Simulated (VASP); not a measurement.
# La (Pm-3n) in VASP: single point with RPBE

Aim: the single point of La with RPBE.

Everything below comes from runs of VASP 6.6.1. Logs are shortened: lines on timing, memory, paths and dates and some standing lists are left out, and cuts for length are marked.

## (1) The cell of the first run

It takes space group Pm-3n (No. 223, cubic). Conventional cell: a = 6.775 Å, b = 6.775 Å, c = 6.775 Å, α = 90.00°, β = 90.00°, γ = 90.00°. Within 5.0 Å of La (site symmetry m-3) lie 12 La at 3.79 Å. Within 4.5 Å of La (site symmetry -4m2) lie 14 La at 3.39 to 4.15 Å.

## (2) Single point, RPBE

INCAR reads:

```
SYSTEM = La
  PREC = Accurate
  ENCUT = 520
  EDIFF = 1E-6
  ISMEAR = -1
  SIGMA = 0.1
  LREAL = .FALSE.
  LASPH = .TRUE.
  NELM = 60
  ALGO = Normal
  ISIF = 2
  LWAVE = .FALSE.
  LCHARG = .FALSE.
  GGA = RP
  NBANDS = 54
```

KPOINTS reads:

```
Automatic mesh
0
G
  5 5 5
  0 0 0
```

POSCAR reads:

```
La
1.0
    6.7750374554      0.0000000000      0.0000000000
    0.0000000000      6.7750374554      0.0000000000
    0.0000000000      0.0000000000      6.7750374554
La
8
Direct
    1.0000000000      0.0000000000      1.0000000000
    0.5000000000      0.5000000000      0.5000000000
    0.2500000000      0.0000000000      0.5000000000
    0.7500000000      0.0000000000      0.5000000000
    0.5000000000      0.2500000000      1.0000000000
    0.5000000000      0.7500000000      1.0000000000
    0.0000000000      0.5000000000      0.2500000000
    0.0000000000      0.5000000000      0.7500000000
```

Potentials or basis: VASP PAW PBE potentials, release 64 (La).

The run is started by

```sh
cat potpaw_PBE.64/La/POTCAR > POTCAR
mpirun -np 1 vasp_std > vasp.out
```

OUTCAR:

```text
SYSTEM = La
   PREC = Accurate
   ENCUT = 520
   EDIFF = 1E-6
   ISMEAR = -1
   LREAL = .FALSE.
   LASPH = .TRUE.
   NELM = 60
   ISIF = 2
   GGA = RP

 ion  position               nearest neighbor table
   1  0.000  0.000  0.000-
   2  0.500  0.500  0.500-
   3  0.250  0.000  0.500-   4 3.39   4 3.39
   4  0.750  0.000  0.500-   3 3.39   3 3.39
   5  0.500  0.250  0.000-   6 3.39   6 3.39
   6  0.500  0.750  0.000-   5 3.39   5 3.39
   7  0.000  0.500  0.250-   8 3.39   8 3.39
   8  0.000  0.500  0.750-   7 3.39   7 3.39

  LATTYP: Found a simple cubic cell.
 ALAT       =     6.7750374554

  Lattice vectors:

 A1 = (   6.7750374554,   0.0000000000,   0.0000000000)
 A2 = (   0.0000000000,   6.7750374554,   0.0000000000)
 A3 = (   0.0000000000,   0.0000000000,   6.7750374554)

Analysis of symmetry for initial positions (statically):
=====================================================================
 Subroutine PRICEL returns:
 Original cell was already a primitive cell.

 Routine SETGRP: Setting up the symmetry group for a
 simple cubic supercell.

 Subroutine GETGRP returns: Found 48 space group operations
 (whereof 24 operations were pure point group operations)
 out of a pool of 48 trial point group operations.

The static configuration has the point symmetry T_h .
 The point group associated with its full space group is O_h .

Analysis of symmetry for dynamics (positions and initial velocities):
=====================================================================
 Subroutine PRICEL returns:
 Original cell was already a primitive cell.

 Routine SETGRP: Setting up the symmetry group for a
 simple cubic supercell.

 Subroutine GETGRP returns: Found 48 space group operations
 (whereof 24 operations were pure point group operations)
 out of a pool of 48 trial point group operations.

The dynamic configuration has the point symmetry T_h .
 The point group associated with its full space group is O_h .

 Subroutine INISYM returns: Found 48 space group operations
 (whereof 24 operations are pure point group operations),
 and found     1 'primitive' translations

----------------------------------------------------------------------------------------

                                     Primitive cell

  volume of cell :     310.9819

  direct lattice vectors                    reciprocal lattice vectors
     6.775037455  0.000000000  0.000000000     0.147600660  0.000000000  0.000000000
     0.000000000  6.775037455  0.000000000     0.000000000  0.147600660  0.000000000
     0.000000000  0.000000000  6.775037455     0.000000000  0.000000000  0.147600660

  length of vectors
     6.775037455  6.775037455  6.775037455     0.147600660  0.147600660  0.147600660

  position of ions in fractional coordinates (direct lattice)
     0.000000000  0.000000000  0.000000000
     0.500000000  0.500000000  0.500000000
     0.250000000  0.000000000  0.500000000
     0.750000000  0.000000000  0.500000000
     0.500000000  0.250000000  0.000000000
     0.500000000  0.750000000  0.000000000
     0.000000000  0.500000000  0.250000000
     0.000000000  0.500000000  0.750000000

  ion indices of the primitive-cell ions
   primitive index   ion index
                 1           1
                 2           2
                 3           3
                 4           4
                 5           5
                 6           6
                 7           7
                 8           8

----------------------------------------------------------------------------------------

 KPOINTS: Automatic mesh

Automatic generation of k-mesh.
 Grid dimensions read from file:
 generate k-points for:    5    5    5

 Generating k-lattice:

  Cartesian coordinates                     Fractional coordinates (reciprocal lattice)
     0.029520132  0.000000000  0.000000000     0.200000000  0.000000000  0.000000000
     0.000000000  0.029520132  0.000000000     0.000000000  0.200000000  0.000000000
     0.000000000  0.000000000  0.029520132     0.000000000  0.000000000  0.200000000

  Length of vectors
     0.029520132  0.029520132  0.029520132

  Shift w.r.t. Gamma in fractional coordinates (k-lattice)
     0.000000000  0.000000000  0.000000000

 Subroutine IBZKPT returns following result:
 ===========================================

 Found     10 irreducible k-points:

 Following reciprocal coordinates:
            Coordinates               Weight
  0.000000  0.000000  0.000000      1.000000
  0.200000  0.000000  0.000000      6.000000
  0.400000  0.000000  0.000000      6.000000
  0.200000  0.200000  0.000000     12.000000
  0.400000  0.200000  0.000000     24.000000
  0.400000  0.400000  0.000000     12.000000
  0.200000  0.200000  0.200000      8.000000
  0.400000  0.200000  0.200000     24.000000
  0.400000  0.400000  0.200000     24.000000
  0.400000  0.400000  0.400000      8.000000
   k-points           NKPTS =     10   k-points in BZ     NKDIM =     10   number of bands    NBANDS=     54
   number of dos      NEDOS =    301   number of ions     NIONS =      8
   total plane-waves  NPLWV = 125000
   dimension x,y,z NGX =    50 NGY =   50 NGZ =   50
   dimension x,y,z NGXF=   100 NGYF=  100 NGZF=  100
   ions per type =               8
   NGX,Y,Z   is equivalent  to a cutoff of  12.27, 12.27, 12.27 a.u.
   NGXF,Y,Z  is equivalent  to a cutoff of  24.54, 24.54, 24.54 a.u.
 SYSTEM =  La
   PREC   = accura    normal or accurate (medium, high low for compatibility)
   ISTART =      0    job   : 0-new  1-cont  2-samecut
   ICHARG =      2    charge: 1-file 2-atom 10-const
   ISPIN  =      1    spin polarized calculation?
   LNONCOLLINEAR =      F non collinear calculations
   LSORBIT =      F    spin-orbit coupling
   LASPH  =      T    aspherical Exc in radial PAW
   ENCUT  =  520.0 eV  38.22 Ry    6.18 a.u.  12.60 12.60 12.60*2*pi/ulx,y,z
   NELM   =     60;   NELMIN=  2; NELMDL= -5     # of ELM steps
   EDIFF  = 0.1E-05   stopping-criterion for ELM
   LREAL  =      F    real-space projection
   EDIFFG = 0.1E-04   stopping-criterion for IOM
   NSW    =      0    number of steps for IOM
   IBRION =     -1    ionic relax: 0-MD 1-quasi-New 2-CG
   NFREE  =      0    steps in history (QN), initial steepest desc. (CG)
   ISIF   =      2    stress and relaxation
   ISYM   =      2    0-nonsym 1-usesym 2-fastsym
   POTIM  = 0.5000    time-step for ionic-motion
   TEBEG  =    0.0;   TEEND  =   0.0 temperature during run
   PSTRESS=    0.0 pullay stress
   NELECT =      88.0000    total number of electrons
   NUPDOWN=      -1.0000    fix difference up-down
   EMIN   =  10.00;   EMAX   =-10.00  energy-range for DOS
   EFERMI =   0.00;   METHOD = LEGACY
   ISMEAR =    -1;   SIGMA  =   0.10  broadening in eV -4-tet -1-fermi 0-gaus
   EFERMI_NEDOS =   21; number of points for ismear=-14 and -15
   IALGO  =     38    algorithm
   IMIX   =      4    mixing-type and parameters
     AMIX     =   0.40;   BMIX     =  1.00
     AMIX_MAG =   1.60;   BMIX_MAG =  1.00
  volume/ion in A,a.u.               =      38.87       262.33
  Fermi-wavevector in a.u.,A,eV,Ry     =   1.074791  2.031060 15.717119  1.155176
  Thomas-Fermi vector in A             =   2.210629
   LORBIT       =      0    0 simple, 1 ext, 2 COOP (PROOUT), +10 PAW based schemes
   GGA     = RP    functional components
   LHFCALC =     F    Hartree Fock is set to
   AEXX    =    0.0000 exact exchange contribution
   IVDW    =     0    specifies the selected vdW correction
   LEPSILON=     F    determine dielectric tensor
   LRPA    =     F    only Hartree local field effects (RPA)
 non-spin polarized calculation
  energy-cutoff  :      520.00
  volume of cell :      310.98
 maximum number of plane-waves:      8397
 NGX is ok and might be reduce to    50
   NGX = 25   NGY = 25   NGZ = 25

 number of electron      88.0000011 magnetization

 Free energy of the ion-electron system (eV)
  ---------------------------------------------------
  ext. energy  EPLUGINS =         0.00000000
  ---------------------------------------------------
  free energy    TOTEN  =       -35.60664562 eV

  energy without entropy =      -34.99708637  energy(sigma->0) =      -35.30186599

 E-fermi :   7.4937     XC(G=0):  -9.2751

 val. band max:        7.4777459559   @ k =   0.2000   0.2000   0.0000
 cond. band min:       7.5119384394   @ k =   0.4000   0.4000   0.2000
 fundamental gap:      0.0341924835
 Fermi energy:         7.4937144730

 k-point     1 :       0.0000    0.0000    0.0000
  band No.  band energies     occupation
      1     -25.4143      2.00000
      2     -25.3056      2.00000
      3     -25.3056      2.00000
      4     -25.2341      2.00000
      5     -25.1804      2.00000
      6     -25.1332      2.00000
[... 46 lines left out ...]
     53       8.4771      0.00011
     54       8.4772      0.00011

 k-point     2 :       0.2000    0.0000    0.0000
  band No.  band energies     occupation
      1     -25.4010      2.00000
      2     -25.3108      2.00000
      3     -25.2938      2.00000
      4     -25.2367      2.00000
      5     -25.1846      2.00000
      6     -25.1480      2.00000
[... 46 lines left out ...]
     53       8.5105      0.00008
     54       8.6332      0.00002

 k-point     3 :       0.4000    0.0000    0.0000
  band No.  band energies     occupation
      1     -25.3679      2.00000
      2     -25.3321      2.00000
      3     -25.2643      2.00000
      4     -25.2418      2.00000
      5     -25.1917      2.00000
      6     -25.1797      2.00000
[... 46 lines left out ...]
     53       8.5701      0.00004
     54       8.6105      0.00003
[... 286 lines left out ...]
 k-point     9 :       0.4000    0.4000    0.2000
  band No.  band energies     occupation
      1     -25.3170      2.00000
      2     -25.2847      2.00000
      3     -25.2669      2.00000
      4     -25.2311      2.00000
      5     -25.2218      2.00000
      6     -25.1944      2.00000
[... 46 lines left out ...]
     53       8.2828      0.00075
     54       8.6369      0.00002

 k-point    10 :       0.4000    0.4000    0.4000
  band No.  band energies     occupation
      1     -25.2811      2.00000
      2     -25.2567      2.00000
      3     -25.2567      2.00000
      4     -25.2417      2.00000
      5     -25.2212      2.00000
      6     -25.2026      2.00000
[... 46 lines left out ...]
     53       8.2348      0.00121
     54       8.8002      0.00000

------------------------ aborting loop because EDIFF is reached ----------------------------------------

  FORCE on cell =-STRESS in cart. coord.  units (eV):
  Direction    XX          YY          ZZ          XY          YZ          ZX
  --------------------------------------------------------------------------------------
  -------------------------------------------------------------------------------------
  Total        0.0773723      0.0773723      0.0773723     -0.0000000     -0.0000000      0.0000000
  in kB        0.3986218      0.3986218      0.3986218     -0.0000000     -0.0000000      0.0000000
  external PRESSURE =       0.3986218 kB  Pullay stress =       0.0000000 kB

 VOLUME and BASIS-vectors are now :
 -----------------------------------------------------------------------------
  energy-cutoff  :      520.00
  volume of cell :      310.98
      direct lattice vectors                 reciprocal lattice vectors
     6.775037455  0.000000000  0.000000000     0.147600660  0.000000000  0.000000000
     0.000000000  6.775037455  0.000000000     0.000000000  0.147600660  0.000000000
     0.000000000  0.000000000  6.775037455     0.000000000  0.000000000  0.147600660

 POSITION                                       TOTAL-FORCE (eV/Angst)
 -----------------------------------------------------------------------------------
      0.00000      0.00000      0.00000        -0.000000     -0.000000      0.000000
      3.38752      3.38752      3.38752        -0.000000     -0.000000      0.000000
      1.69376      0.00000      3.38752        -0.000000      0.000000      0.000000
      5.08128      0.00000      3.38752         0.000000     -0.000000     -0.000000
      3.38752      1.69376      0.00000         0.000000     -0.000000     -0.000000
      3.38752      5.08128      0.00000        -0.000000     -0.000000      0.000000
      0.00000      3.38752      1.69376        -0.000000     -0.000000     -0.000000
      0.00000      3.38752      5.08128         0.000000     -0.000000      0.000000
 -----------------------------------------------------------------------------------
    total drift:                                0.000000     -0.000000     -0.000000

  FREE ENERGIE OF THE ION-ELECTRON SYSTEM (eV)
  ---------------------------------------------------
  free  energy   TOTEN  =       -35.6066456226 eV

  energy  without entropy=      -34.9970863667  energy(sigma->0) =      -35.30186599
```

Wall time 5.7 min (1 thread of Intel Xeon Platinum 8259CL at 2.50GHz (Skylake/Cascade Lake), shared host); peak memory 0.41 GiB.

What came out:

| Quantity | Value |
| --- | --- |
| Free energy | -35.6066 eV |
| Pressure | 0.0 GPa |
| Band gap on the k mesh | zero (bands 44 and 45 overlap by 0.06 eV) |

Levels at points of the mesh, in eV from the Fermi level:
| k point | band 41 | band 42 | band 43 | band 44 | band 45 | band 46 | band 47 | band 48 |
| --- | --- | --- | --- | --- | --- | --- | --- | --- |
| (0.00, 0.00, 0.00) | -0.35 | -0.35 | -0.24 | -0.14 | 0.24 | 0.24 | 0.24 | 0.60 |

Caveat: the PAW data sets were made with another functional, which shifts forces and pressure a little; spin-orbit coupling is left out, which moves the levels of the heavy elements.
